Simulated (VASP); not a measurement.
Input of a VASP 6.6.1 run:

The input POSCAR:

```
Mg
1.0
    1.5898668813      0.9179100719      2.5958416825
   -1.5898668813      0.9179100719      2.5958416825
    0.0000000000     -1.8358201438      2.5958416825
Mg
1
Direct
    0.5000000000      0.5000000000      0.5000000000
```

INCAR.step1

```
SYSTEM = Mg
PREC     = Accurate       ! precision mode
ENCUT    = 520            ! plane-wave cutoff, eV
ISMEAR   = 0              ! smearing method
SIGMA    = 0.1            ! smearing width, eV
LREAL    = .False.        ! projectors in reciprocal space
LASPH    = .True.         ! aspherical terms in the spheres
NELM     = 60             ! most SCF steps
NBANDS   = 7              ! bands
GGA      = PE             ! functional
ALGO     = Normal         ! electronic algorithm
EDIFF    = 1E-4           ! SCF threshold, eV
LWAVE    = .True.         ! write WAVECAR
LCHARG   = .False.        ! write CHGCAR
```

File INCAR.step2:

```
SYSTEM = Mg
PREC     = Accurate       ! precision mode
ENCUT    = 520            ! plane-wave cutoff, eV
EDIFF    = 1E-6           ! SCF threshold, eV
ISMEAR   = 0              ! smearing method
SIGMA    = 0.1            ! smearing width, eV
LREAL    = .False.        ! projectors in reciprocal space
LASPH    = .True.         ! aspherical terms in the spheres
NELM     = 60             ! most SCF steps
ALGO     = Normal         ! electronic algorithm
ISIF     = 2              ! what is computed and relaxed
LWAVE    = .False.        ! write WAVECAR
LCHARG   = .True.         ! write CHGCAR
METAGGA  = R2SCAN         ! meta-GGA
LMIXTAU  = .True.       
LELF     = .True.         ! ELF
LVHAR    = .True.       
NBANDS   = 7              ! bands
ISTART   = 1
```

The input KPOINTS:

```
regular mesh
0
Gamma
  21 21 21
  0 0 0
```

Potentials or basis: VASP PAW PBE potentials, release 64 (Mg).

Launch:

```bash
$ cat potpaw_PBE.64/Mg/POTCAR > POTCAR
$ cp INCAR.step1 INCAR
$ mpirun -np 1 vasp_std > vasp.out
$ cp INCAR.step2 INCAR
$ mpirun -np 1 vasp_std > vasp.out
```

(1) Estimate the band gap on the k mesh.

(2) What does it give for the pressure?

## Answers

(1) zero (bands 1 and 2 overlap by 2.20 eV).

(2) -0.3 GPa.

Caveat: the PAW data sets were made with another functional, which shifts forces and pressure a little.
